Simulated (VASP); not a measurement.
# Pb (P6/mmm) in VASP: a series of runs

Runs on Pb. Level: PBE. Tasks: density of states.

Program: VASP 6.6.1. These are calculated values, not measurements. Logs are shortened: lines on timing, memory, paths and dates and some standing lists are left out, and cuts for length are marked.

### 1 The cell of the first run

It takes space group P6/mmm (No. 191, hexagonal). The conventional cell has a = 3.418 Å, b = 3.418 Å, c = 3.272 Å, α = 90.00°, β = 90.00°, γ = 120.00°. Within 4.3 Å of Pb (site symmetry 6/mmm) lie 8 Pb at 3.27 to 3.42 Å.

### 2 Density of states, PBE

File POSCAR:

```
Pb
1.0
    3.4182284173      0.0000000000      0.0000000000
   -1.7091142087      2.9602726453      0.0000000000
    0.0000000000      0.0000000000      3.2715104496
Pb
1
Direct
    0.0000000000      0.0000000000      0.0000000000
```

File INCAR.step1:

```
SYSTEM = Pb
PREC     = Accurate       ! precision mode
ENCUT    = 520            ! plane-wave cutoff, eV
EDIFF    = 1E-7           ! SCF threshold, eV
ISMEAR   = -1             ! smearing method
SIGMA    = 0.1            ! smearing width, eV
LREAL    = .FALSE.        ! projectors in reciprocal space
LASPH    = .TRUE.         ! aspherical terms in the spheres
NELM     = 80             ! most SCF steps
ALGO     = Normal         ! electronic algorithm
ISIF     = 2              ! what is computed and relaxed
LWAVE    = .FALSE.        ! write WAVECAR
LCHARG   = .TRUE.         ! write CHGCAR
GGA      = PE             ! functional
NBANDS   = 13             ! bands
```

File KPOINTS.step1:

```
regular mesh
0
G
  13 13 12
  0 0 0
```

File INCAR.step2:

```
SYSTEM = Pb
PREC     = Accurate       ! precision mode
ENCUT    = 520            ! plane-wave cutoff, eV
EDIFF    = 1E-7           ! SCF threshold, eV
ISMEAR   = -5             ! smearing method
SIGMA    = 0.1            ! smearing width, eV
LREAL    = .FALSE.        ! projectors in reciprocal space
LASPH    = .TRUE.         ! aspherical terms in the spheres
NELM     = 80             ! most SCF steps
ALGO     = Normal         ! electronic algorithm
ISIF     = 2              ! what is computed and relaxed
LWAVE    = .FALSE.        ! write WAVECAR
LCHARG   = .FALSE.        ! write CHGCAR
GGA      = PE             ! functional
LORBIT   = 11             ! projections on sites
NEDOS    = 1001           ! points of the DOS
ICHARG   = 11             ! starting density
```

File KPOINTS.step2:

```
regular mesh
0
G
  20 20 18
  0 0 0
```

Potentials or basis: VASP PAW PBE potentials, release 64 (Pb_d).

Launch:

```sh
> cat potpaw_PBE.64/Pb_d/POTCAR > POTCAR
> cp INCAR.step1 INCAR
> cp KPOINTS.step1 KPOINTS
> mpirun -np 1 vasp_std > vasp.out
> cp INCAR.step2 INCAR
> cp KPOINTS.step2 KPOINTS
> mpirun -np 1 vasp_std > vasp.out
```

OUTCAR:

```text
SYSTEM = Pb
   PREC = Accurate
   ENCUT = 520
   EDIFF = 1E-7
   ISMEAR = -5
   LREAL = .FALSE.
   LASPH = .TRUE.
   NELM = 80
   ISIF = 2
   GGA = PE
   LORBIT = 11
   ICHARG = 11

 ion  position               nearest neighbor table
   1  0.000  0.000  0.000-

  LATTYP: Found a hexagonal cell.
 ALAT       =     3.4182284173
 C/A-ratio  =     0.9570777754

  Lattice vectors:

 A1 = (   3.4182284173,   0.0000000000,   0.0000000000)
 A2 = (  -1.7091142087,   2.9602726453,   0.0000000000)
 A3 = (   0.0000000000,   0.0000000000,   3.2715104496)

Analysis of symmetry for initial positions (statically):
=====================================================================
 Subroutine PRICEL returns:
 Original cell was already a primitive cell.

 Routine SETGRP: Setting up the symmetry group for a
 hexagonal supercell.

 Subroutine GETGRP returns: Found 24 space group operations
 (whereof 24 operations were pure point group operations)
 out of a pool of 24 trial point group operations.

The static configuration has the point symmetry D_6h.

Analysis of symmetry for dynamics (positions and initial velocities):
=====================================================================
 Subroutine PRICEL returns:
 Original cell was already a primitive cell.

 Routine SETGRP: Setting up the symmetry group for a
 hexagonal supercell.

 Subroutine GETGRP returns: Found 24 space group operations
 (whereof 24 operations were pure point group operations)
 out of a pool of 24 trial point group operations.

The dynamic configuration has the point symmetry D_6h.

 Subroutine INISYM returns: Found 24 space group operations
 (whereof 24 operations are pure point group operations),
 and found     1 'primitive' translations

----------------------------------------------------------------------------------------

                                     Primitive cell

  volume of cell :      33.1040

  direct lattice vectors                    reciprocal lattice vectors
     3.418228417  0.000000000  0.000000000     0.292549203  0.168903361  0.000000000
    -1.709114209  2.960272645  0.000000000     0.000000000  0.337806722  0.000000000
     0.000000000  0.000000000  3.271510450     0.000000000  0.000000000  0.305669206

  length of vectors
     3.418228417  3.418228417  3.271510450     0.337806722  0.337806722  0.305669206

[... 83 lines left out ...]
   NSW    =      0    number of steps for IOM
   IBRION =     -1    ionic relax: 0-MD 1-quasi-New 2-CG
   NFREE  =      0    steps in history (QN), initial steepest desc. (CG)
   ISIF   =      2    stress and relaxation
   ISYM   =      2    0-nonsym 1-usesym 2-fastsym
   POTIM  = 0.5000    time-step for ionic-motion
   TEBEG  =    0.0;   TEEND  =   0.0 temperature during run
   PSTRESS=    0.0 pullay stress
   NELECT =      14.0000    total number of electrons
   NUPDOWN=      -1.0000    fix difference up-down
   EMIN   =  10.00;   EMAX   =-10.00  energy-range for DOS
   EFERMI =   0.00;   METHOD = LEGACY
   ISMEAR =    -5;   SIGMA  =   0.10  broadening in eV -4-tet -1-fermi 0-gaus
   EFERMI_NEDOS =   21; number of points for ismear=-14 and -15
   IALGO  =     38    algorithm
   IMIX   =      4    mixing-type and parameters
     AMIX     =   0.40;   BMIX     =  1.00
     AMIX_MAG =   1.60;   BMIX_MAG =  1.00
  volume/ion in A,a.u.               =      33.10       223.40
  Fermi-wavevector in a.u.,A,eV,Ry     =   1.228826  2.322145 20.544987  1.510014
  Thomas-Fermi vector in A             =   2.363737
   LORBIT       =     11    0 simple, 1 ext, 2 COOP (PROOUT), +10 PAW based schemes
   GGA     = PE    functional components
   LHFCALC =     F    Hartree Fock is set to
   AEXX    =    0.0000 exact exchange contribution
   IVDW    =     0    specifies the selected vdW correction
   LEPSILON=     F    determine dielectric tensor
   LRPA    =     F    only Hartree local field effects (RPA)
 non-spin polarized calculation
 Fermi weights with tetrahedron method with Bloechl corrections
  energy-cutoff  :      520.00
  volume of cell :       33.10
 maximum number of plane-waves:       918
 NGX is ok and might be reduce to    28

 number of electron      13.9999995 magnetization

 Free energy of the ion-electron system (eV)
  ---------------------------------------------------
  ext. energy  EPLUGINS =         0.00000000
  ---------------------------------------------------
  free energy    TOTEN  =        -3.45987938 eV

  energy without entropy =       -3.45987938  energy(sigma->0) =       -3.45987938

 E-fermi :   6.1596     XC(G=0):  -9.7098

 val. band max:        6.2150195620   @ k =   0.2000   0.2000   0.2778
 cond. band min:       5.9558819271   @ k =   0.3500   0.0000   0.3333
 fundamental gap:     -0.2591376349
 Fermi energy:         6.1595664597

 k-point     1 :       0.0000    0.0000    0.0000
  band No.  band energies     occupation
      1     -11.0124      2.00000
      2     -10.7737      2.00000
      3     -10.7737      2.00000
      4     -10.5025      2.00000
      5     -10.5025      2.00000
      6      -5.0583      2.00000
      7      10.6983      0.00000
      8      12.6559      0.00000
      9      12.6559      0.00000
     10      14.2805      0.00000
     11      16.3012      0.00000
[... 309 lines left out ...]
 k-point    24 :       0.2500    0.1000    0.0000
  band No.  band energies     occupation
      1     -10.9331      2.00000
      2     -10.7825      2.00000
      3     -10.5880      2.00000
      4     -10.5790      2.00000
      5     -10.5282      2.00000
      6      -3.4153      2.00000
      7       5.4973      2.08804
      8       9.0454      0.00000
      9      12.4833      0.00000
     10      15.1850      0.00000
     11      15.7199      0.00000

 [... further k-points ...]
[... 5 lines left out ...]
  --------------------------------------------------------------------------------------
  -------------------------------------------------------------------------------------
  Total        0.0097398      0.0097398      0.0617207     -0.0000000      0.0000000      0.0000000
  in kB        0.4713912      0.4713912      2.9871722     -0.0000000      0.0000000      0.0000000
  external PRESSURE =       1.3099849 kB  Pullay stress =       0.0000000 kB

 VOLUME and BASIS-vectors are now :
 -----------------------------------------------------------------------------
  energy-cutoff  :      520.00
  volume of cell :       33.10
      direct lattice vectors                 reciprocal lattice vectors
     3.418228417  0.000000000  0.000000000     0.292549203  0.168903361  0.000000000
    -1.709114209  2.960272645  0.000000000     0.000000000  0.337806722  0.000000000
     0.000000000  0.000000000  3.271510450     0.000000000  0.000000000  0.305669206

 POSITION                                       TOTAL-FORCE (eV/Angst)
 -----------------------------------------------------------------------------------
      0.00000      0.00000      0.00000         0.000000      0.000000      0.000000
 -----------------------------------------------------------------------------------
    total drift:                               -0.000000      0.000000     -0.000000

  FREE ENERGIE OF THE ION-ELECTRON SYSTEM (eV)
  ---------------------------------------------------
  free  energy   TOTEN  =        -3.4598793754 eV

  energy  without entropy=       -3.4598793754  energy(sigma->0) =       -3.45987938

 total charge

# of ion       s       p       d       tot
------------------------------------------
    1        1.376   0.771   9.805  11.952
```

OUTCAR.step1:

```text
SYSTEM = Pb
   PREC = Accurate
   ENCUT = 520
   EDIFF = 1E-7
   ISMEAR = -1
   LREAL = .FALSE.
[... 603 lines left out ...]
 -----------------------------------------------------------------------------------
      0.00000      0.00000      0.00000         0.000000      0.000000      0.000000
 -----------------------------------------------------------------------------------
    total drift:                               -0.000000      0.000000     -0.000000

  FREE ENERGIE OF THE ION-ELECTRON SYSTEM (eV)
  ---------------------------------------------------
  free  energy   TOTEN  =        -3.4692064987 eV

  energy  without entropy=       -3.4504576663  energy(sigma->0) =       -3.45983208
```

OSZICAR.step1:

```text
N       E                     dE             d eps       ncg     rms          rms(c)
DAV:   1     0.110083173210E+03    0.11008E+03   -0.71511E+03  3857   0.123E+03
DAV:   2     0.199005175873E+01   -0.10809E+03   -0.10503E+03  4037   0.311E+02
DAV:   3    -0.334057984226E+01   -0.53306E+01   -0.53137E+01  4708   0.755E+01
DAV:   4    -0.347127694713E+01   -0.13070E+00   -0.13067E+00  4628   0.128E+01
DAV:   5    -0.347734135908E+01   -0.60644E-02   -0.60642E-02  5323   0.252E+00    0.595E-01
DAV:   6    -0.347012754518E+01    0.72138E-02   -0.13462E-02  4986   0.200E+00    0.315E-01
DAV:   7    -0.346909693919E+01    0.10306E-02   -0.60683E-03  4997   0.129E+00    0.104E-01
DAV:   8    -0.346921205044E+01   -0.11511E-03   -0.54113E-04  4882   0.348E-01    0.114E-02
DAV:   9    -0.346920805286E+01    0.39976E-05   -0.17537E-05  5033   0.676E-02    0.546E-03
DAV:  10    -0.346920643882E+01    0.16140E-05   -0.17060E-06  4772   0.130E-02    0.418E-04
DAV:  11    -0.346920659495E+01   -0.15613E-06   -0.91811E-08  2962   0.431E-03    0.381E-04
DAV:  12    -0.346920649875E+01    0.96201E-07   -0.37801E-08  2556   0.383E-03
   1 F= -.34692065E+01 E0= -.34598321E+01  d E =-.187488E-01
```

It took 85 s on 1 thread of AMD EPYC 7R13 (Zen 3), shared host; peak memory 0.24 GiB.

What came out:

```
Valence electrons inside the program's atomic spheres : Pb 11.95
```

Caveat: spin-orbit coupling is left out, which moves the levels of the heavy elements; tetrahedron occupations give inexact forces and stress in metals.

### 3 Density of states, PBE

POSCAR is that of step 2.

File INCAR.step1:

```
ALGO = Normal
EDIFF = 1E-7
ENCUT = 520
GGA = PE
ISIF = 2
ISMEAR = -1
LASPH = True
LCHARG = True
LREAL = False
LWAVE = False
NBANDS = 13
NELM = 80
PREC = Accurate
SIGMA = 0.1
```

File KPOINTS.step1:

```
k-points
0
Gamma
  13 13 12
```

File INCAR.step2:

```
ALGO = Normal
EDIFF = 1E-7
ENCUT = 520
GGA = PE
ICHARG = 11
ISIF = 2
ISMEAR = -5
LASPH = True
LCHARG = False
LORBIT = 11
LREAL = False
LWAVE = False
NEDOS = 2001
NELM = 80
PREC = Accurate
SIGMA = 0.1
```

File KPOINTS.step2:

```
k-points
0
Gamma
  20 20 18
```

Potentials or basis: VASP PAW PBE potentials, release 64 (Pb_d).

Launch:

```sh
> cat potpaw_PBE.64/Pb_d/POTCAR > POTCAR
> cp INCAR.step1 INCAR
> cp KPOINTS.step1 KPOINTS
> mpirun -np 1 vasp_std > vasp.out
> cp INCAR.step2 INCAR
> cp KPOINTS.step2 KPOINTS
> mpirun -np 1 vasp_std > vasp.out
```

It took 85 s on 1 thread of AMD EPYC 7R13 (Zen 3), shared host; peak memory 0.24 GiB.

It converged, with:

| Property | Result |
| --- | --- |
| Valence electrons inside the program's atomic spheres | Pb 11.95 |

Levels at points of the mesh, in eV from the Fermi level:
| k point | band 4 | band 5 | band 6 | band 7 | band 8 | band 9 | band 10 | band 11 |
| --- | --- | --- | --- | --- | --- | --- | --- | --- |
| (0.00, 0.00, 0.00) | -16.66 | -16.66 | -11.22 | 4.54 | 6.50 | 6.50 | 8.12 | 10.14 |
| (0.50, 0.00, 0.00) | -16.69 | -16.63 | -8.10 | -3.77 | 3.25 | 7.10 | 7.62 | 10.75 |
| (0.00, 0.00, 0.50) | -16.80 | -16.79 | -8.97 | -3.98 | 8.80 | 8.80 | 11.58 | 11.92 |
| (0.50, 0.00, 0.50) | -16.62 | -16.52 | -5.91 | -1.77 | -1.12 | 3.79 | 5.31 | 9.54 |

Caveat: spin-orbit coupling is left out, which moves the levels of the heavy elements; tetrahedron occupations give inexact forces and stress in metals.
